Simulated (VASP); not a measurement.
The system is Sn.

```xyz
1
Lattice="-2.0690 2.0690 1.6933 2.0690 -2.0690 1.6933 2.0690 2.0690 -1.6933" Properties=species:S:1:pos:R:3 pbc="T T T"
Sn    0.0000    0.0000    0.0000
```

Base run:

* Program: VASP 6.6.1
* Functional: PBE
* Potentials or basis: VASP PAW PBE potentials, release 64 (Sn_d)
* Cutoff: 520 eV
* k mesh: 10 × 10 × 10
* Occupations: fermi-dirac, width 0.05 eV
* Spin: no spin polarisation

Its results: band gap on the k mesh zero (band 7 reaches 13.69 eV, above the bottom of band 8 at 5.44 eV); pressure -1.7 GPa.

Question: The run is repeated on the same cell with these changes: functional from PBE to PBEsol. What comes out?

Answer: Band gap on the k mesh zero (band 7 reaches 13.52 eV, above the bottom of band 8 at 5.28 eV); pressure -4.2 GPa.

PBEsol binds more tightly than PBE, so the same cell stands under less pressure.

Caveats: spin-orbit coupling is left out, which moves the levels of the heavy elements; the PAW data sets were made with another functional, which shifts forces and pressure a little (some runs).
